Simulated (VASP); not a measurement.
Crystal: Cu.

```
CELL_PARAMETERS angstrom
0.00000 1.80750 1.80750
1.80750 0.00000 1.80750
1.80750 1.80750 0.00000
ATOMIC_POSITIONS crystal
Cu 0.00000 0.00000 0.00000
```

| Item | Value |
| --- | --- |
| Program | VASP 6.6.1 |
| Task | relaxation of cell and atoms |
| Functional | LDA |
| Potentials or basis | VASP PAW LDA potentials, release 64 (Cu_sv_GW) |
| Cutoff | 700 eV |
| k mesh | 10 × 10 × 10 |
| Occupations | gaussian, width 0.1 eV |
| Spin | no spin polarisation |

At the start: pressure -16.7 GPa; volume 11.81 Å³/atom.

Problem. Where does the relaxation end?

Solution. Over 3 steps the energy falls by 63.8 meV/atom and the volume is 10.72 Å³/atom (-9.2 %); space group Fm-3m (No. 225, to 0.05 Å).

The path:
| step | energy change (eV) | largest force (eV/Å) | pressure (GPa) | volume (Å³) |
| --- | --- | --- | --- | --- |
| 1 | 0.0000 | 0.0000 | -16.71 | 11.81 |
| 2 | -0.0054 | 0.0000 | 23.23 | 9.83 |
| 3 | -0.0638 | 0.0000 | -0.24 | 10.72 |

Final structure:
```
Cu
1.0
     0.00000    1.75003    1.75003
     1.75003    0.00000    1.75003
     1.75003    1.75003    0.00000
Cu
1
Direct
  0.00000 0.00000 0.00000
```
